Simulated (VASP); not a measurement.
Set up this calculation in VASP 6.6.1, as the native input.

```
Task                   : relaxation of cell and atoms
Functional             : PBE
Potentials or basis    : VASP PAW PBE potentials, release 64 (Re, Sb, C)
Cutoff                 : 600 eV
k mesh                 : 10 × 10 × 10
Occupations            : gaussian, width 0.1 eV
Spin                   : no spin polarisation
Dipole correction      : no
Further INCAR settings : ALGO = Normal; EDIFF = 1e-06; IBRION = 2; EDIFFG = -0.01; NSW = 100; ISIF = 3
```

The structure of ReSbC3 lies in POSCAR:

```
ReSbC3
1.0
    4.0803888020      0.0000000000      0.0000000000
    0.0000000000      4.0803888020      0.0000000000
    0.0000000000      0.0000000000      4.0803888020
Re Sb C
1 1 3
Direct
    0.5000000000      0.5000000000      0.5000000000
    0.0000000000      0.0000000000      0.0000000000
    0.0000000000      0.5000000000      0.5000000000
    0.5000000000      0.0000000000      0.5000000000
    0.5000000000      0.5000000000      0.0000000000
```

One way to write it, as run:

INCAR

```
PREC = Accurate
ENCUT = 600
EDIFF = 1E-6
ISMEAR = 0
SIGMA = 0.1
LREAL = F
LASPH = T
NELM = 100
ALGO = Normal
ISIF = 3
LWAVE = F
LCHARG = F
GGA = PE
IBRION = 2
NSW = 100
EDIFFG = -0.01
```

KPOINTS

```
regular mesh
0
Gamma
  10 10 10
```

Potentials or basis: VASP PAW PBE potentials, release 64 (Re, Sb, C).

Launch:

```console
$ cat potpaw_PBE.64/Re/POTCAR potpaw_PBE.64/Sb/POTCAR potpaw_PBE.64/C/POTCAR > POTCAR
$ mpirun -np 1 vasp_std > vasp.out
```

It gave:

```yaml
Relaxed_volume: 13.64 Å³/atom
Relaxed_cell: a = 4.085 Å, b = 4.085 Å, c = 4.085 Å, α = 90.00°, β = 90.00°, γ = 90.00°
Space_group_after_relaxing_to_0.05_Å: Pm-3m (No. 221)
Energy_gained_by_relaxing: 0.1 meV/atom
Ionic_steps: 3
Pressure_after_relaxing: 0.0 GPa
Band_gap_on_the_k_mesh: zero (band 12 reaches 8.11 eV, above the bottom of band 13 at 6.91 eV)
```

Caveat: spin-orbit coupling is left out, which moves the levels of the heavy elements.

Run time: 6 min on 1 thread of AMD EPYC 7571, on a shared host, peak memory 0.24 GiB.
